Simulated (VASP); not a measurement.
Input of a VASP 6.6.1 run:

The input INCAR:

```
PREC = Accurate
ENCUT = 600
EDIFF = 1E-6
ISMEAR = 0
SIGMA = 0.1
LREAL = False
LASPH = True
NELM = 120
ALGO = Normal
ISIF = 2
LWAVE = False
LCHARG = False
GGA = PE
IVDW = 12
NBANDS = 38
GGA_COMPAT = False
```

File KPOINTS:

```
regular mesh
0
Gamma
  8 10 6
```

Contents of POSCAR:

```
SiNi
1.0
    5.0970412636      0.0000000000      0.0000000000
    0.0000000000      3.3441044361      0.0000000000
    0.0000000000      0.0000000000      5.5389210507
Ni Si
4 4
Direct
    0.0095896168      0.2500000000      0.1870624834
    0.4904103832      0.7500000000      0.6870624834
    0.9904103832      0.7500000000      0.8129375166
    0.5095896168      0.2500000000      0.3129375166
    0.1772686024      0.2500000000      0.5852072723
    0.3227313976      0.7500000000      0.0852072723
    0.8227313976      0.7500000000      0.4147927277
    0.6772686024      0.2500000000      0.9147927277
```

Potentials or basis: VASP PAW PBE potentials, release 64 (Ni, Si).

Command:

```console
$ cat potpaw_PBE.64/Ni/POTCAR potpaw_PBE.64/Si/POTCAR > POTCAR
$ mpirun -np 1 vasp_std > vasp.out
```

(1) Predict the pressure.

(2) Predict the dispersion energy per atom.

(3) Estimate the band gap on the k mesh.

Answers

(1) 0.0 GPa.

(2) -0.478 eV.

(3) zero (bands 28 and 29 overlap by 1.85 eV).
